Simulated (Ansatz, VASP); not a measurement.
**In15GaO24: VASP beside Ansatz**

```
In Ga O
1.0
    -5.11246    5.12986    5.13343
     5.11246   -5.10484    5.10841
     5.11246    5.10484   -5.10841
In Ga O
15 1 24
Direct
  0.49825 0.50293 0.49985
  0.49941 0.99860 0.99420
  0.00175 0.50160 0.00468
  0.00059 0.99479 0.49920
  0.75000 0.78358 0.03358
  0.46417 0.24515 0.71301
  0.03583 0.74883 0.78098
  0.72024 0.46865 0.25253
  0.77976 0.03230 0.74841
  0.75000 0.28416 0.53416
  0.25000 0.21644 0.96644
  0.52992 0.75037 0.28389
  0.97008 0.25397 0.22045
  0.28340 0.53382 0.74515
  0.21660 0.96175 0.25042
  0.25000 0.71709 0.46709
  0.52150 0.77559 0.54508
  0.73071 0.99364 0.95821
  0.97850 0.52358 0.25409
  0.76929 0.72751 0.26293
  0.54376 0.53612 0.77141
  0.95624 0.72765 0.99236
  0.23627 0.94851 0.50626
  0.26373 0.76999 0.71224
  0.77015 0.54529 0.53790
  0.99030 0.95463 0.72786
  0.50970 0.23755 0.96433
  0.72985 0.26776 0.77514
  0.46098 0.22584 0.45437
  0.27296 0.00397 0.04160
  0.03902 0.49338 0.76486
  0.22704 0.26865 0.73101
  0.45653 0.46425 0.22823
  0.04347 0.27170 0.00772
  0.76333 0.03509 0.49195
  0.73667 0.22862 0.27177
  0.23024 0.46608 0.46075
  0.01159 0.04590 0.27573
  0.48841 0.76413 0.03430
  0.26976 0.73051 0.23584
```

Alike in both runs: functional PBE; k mesh 2 × 2 × 2; no spin polarisation.

Ansatz relaxed the structure, and its values are those at the end. VASP's run is a single point on that final structure, the one shown.

```csv
,VASP,Ansatz
version,VASP 6.6.1,Ansatz 0.2.0
potentials or method,"VASP PAW PBE potentials, release 64 (In_d, Ga_d, O)","scalar-relativistic, plane waves, PAW"
plane-wave cutoff (eV),520,420
occupations,"gaussian, width 0.01 eV",fixed
valence electrons in the cell,352,352
```

Ansatz gave:

```
pressure (GPa)                     : 0.0
rms of the force components (eV/Å) : 0.001
```

Question: What did VASP give for the same quantities?

Answer: Pressure (GPa): 0.4; rms of the force components (eV/Å): 0.005.

The k mesh is coarse, so the values compare programs but aren't converged.
